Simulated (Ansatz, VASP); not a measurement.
TiO in VASP and in Ansatz

```
Ti O
1.0
     2.86749    0.00000    0.00000
    -1.43374    2.48332    0.00000
     0.00000    0.00000    2.64300
Ti O
1 1
Cartesian
  1.4337 0.8278 0.0000
  0.0000 0.0000 1.3215
```

Alike in both runs: task single point; functional PBEsol; k mesh 30 × 30 × 24; occupations gaussian, width 0.15 eV; no spin polarisation.

|  | VASP | Ansatz |
| --- | --- | --- |
| version | VASP 6.6.1 | Ansatz 0.2.0 |
| potentials or method | VASP PAW PBE potentials, release 64 (Ti_sv, O), cutoff 520 eV | scalar-relativistic, plane waves, PAW |
| valence electrons in the cell | 18 | 18 |

```csv
,VASP,Ansatz,Ansatz less VASP
gap on the k mesh at the Fermi level (eV),none,none,-
pressure (GPa),3.4,2.6,-0.79
"traceless stress, the component that is largest in VASP (GPa)",24.52,24.43,-0.097
```

VASP's potentials were made for PBE, not for PBEsol. A gap of «none» marks a metal or a gap that the smearing closes. With one functional, cell and mesh, what is left measures potentials, basis and numerics.
